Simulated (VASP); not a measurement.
**CsI: relaxation of the atoms with LDA**

Crystal: CsI.

```xyz
2
Lattice="4.4017 0.0110 0.0110 0.0110 4.4017 0.0110 0.0110 0.0110 4.4017" Properties=species:S:1:pos:R:3 pbc="T T T"
Cs    0.0000    0.0000    0.0000
I     2.2119    2.2119    2.2119
```

This cell differs from its parent crystal: equal xy, yz and zx engineering shears of +0.5 %.

| Property | Result |
| --- | --- |
| Program | VASP 6.6.1 |
| Task | relaxation of the atoms |
| Functional | LDA |
| Potentials or basis | VASP PAW LDA potentials, release 64 (Cs_sv, I) |
| Cutoff | 450 eV |
| k mesh | 6 × 6 × 6 |
| Occupations | gaussian, width 0.01 eV |
| Spin | no spin polarisation |
| Dipole correction | no |
| Further INCAR settings | ALGO = Normal; EDIFF = 1e-07; IBRION = 2; EDIFFG = -0.002; NSW = 50 |

| Property | Result |
| --- | --- |
| Pressure after relaxing | 0.1 GPa |
| Band gap on the k mesh | 3.77 eV (least direct gap 3.83 eV) |

Stress tensor (GPa, compression positive):
```
 0.07 -0.05 -0.05
-0.05  0.07 -0.05
-0.05 -0.05  0.07
```

Final structure:
```
Cs I
1.0
     4.40171    0.01100    0.01100
     0.01100    4.40171    0.01100
     0.01100    0.01100    4.40171
Cs I
1 1
Direct
  0.00000 0.00000 0.00000
  0.50000 0.50000 0.50000
```

Levels at points of the mesh, in eV from the valence-band top:
```csv
k point,band 5,band 6,band 7,band 8,band 9,band 10,band 11,band 12
"(0.00, 0.00, 0.00)",-6.91,-0.06,-0.06,-0.06,3.77,3.77,3.94,7.89
"(0.50, 0.00, 0.00)",-6.81,-1.91,-0.34,-0.32,4.90,6.58,6.75,7.02
"(0.50, 0.50, 0.00)",-6.75,-0.95,-0.93,0.00,3.96,4.77,5.97,5.98
"(0.50, 0.50, 0.50)",-7.27,-1.66,-1.65,-1.65,7.31,7.38,7.38,8.23
```

It took 23 s on 1 thread of Intel Xeon 8259CL, on a shared host, peak memory 0.16 GiB.

Caveat: the cell differs from its parent crystal (equal xy, yz and zx engineering shears of +0.5 %); the relaxation stopped at its first step, so nothing moved; spin-orbit coupling is left out, which moves the levels of the heavy elements. A k mesh can miss the band edges.
